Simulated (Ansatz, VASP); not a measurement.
## MgSe in VASP and in Ansatz

```xyz
2
Lattice="0.0000 2.7250 2.7250 2.7250 0.0000 2.7250 2.7250 2.7250 0.0000" Properties=species:S:1:pos:R:3 pbc="T T T"
Mg    0.0000    0.0000    0.0000
Se    2.7250    2.7250    2.7250
```

Alike in both runs: task single point; functional LDA; k mesh 6 × 6 × 6; occupations gaussian, width 0.1 eV; no spin polarisation.

|  | VASP | Ansatz |
| --- | --- | --- |
| version | VASP 6.6.1 | Ansatz 0.2.0 |
| potentials or method | VASP PAW LDA potentials, release 64 (Mg, Se), cutoff 600 eV | scalar-relativistic, plane waves, PAW |
| valence electrons in the cell | 8 | 26 |

Ansatz gave:

- gap on the k mesh at the Fermi level (eV): 1.66
- least direct gap on the mesh (eV): 2.38
- pressure (GPa): -2.1

Question: What did VASP give for the same quantities?

Answer: gap on the k mesh at the Fermi level (eV): 1.65; least direct gap on the mesh (eV): 2.40; pressure (GPa): -2.4.

Ansatz warns that its potentials were made for another functional, while VASP's fit it. LDA's correlation is that of Perdew and Zunger in VASP and of Perdew and Wang (1992) in Ansatz. VASP's potentials hold 8 valence electrons a cell and Ansatz's 26, so a difference there can come from the potentials and not from the codes.
